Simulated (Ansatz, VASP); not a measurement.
**One calculation of V, two programs**

```xyz
1
Lattice="-1.4990 1.4990 1.4990 1.4990 -1.4990 1.4990 1.4990 1.4990 -1.4990" Properties=species:S:1:pos:R:3 pbc="T T T"
V     0.0000    0.0000    0.0000
```

Alike in both runs: functional PBE; k mesh 16 × 16 × 16; occupations gaussian, width 0.1 eV; no spin polarisation.

Ansatz relaxed the structure, and its values are those at the end. VASP's run is a single point on that final structure, the one shown.

```csv
,VASP,Ansatz
version,VASP 6.6.1,Ansatz 0.2.0
potentials or method,"VASP PAW PBE potentials, release 64 (V_sv), cutoff 520 eV","scalar-relativistic, plane waves, PAW"
valence electrons in the cell,13,13
```

Ansatz gave:

```
gap on the k mesh at the Fermi level (eV) : none
pressure (GPa)                            : 0.0
```

Question: Which values does VASP return?

Answer: gap on the k mesh at the Fermi level (eV): none; pressure (GPa): 0.2.

A gap of «none» marks a metal or a gap that the smearing closes.
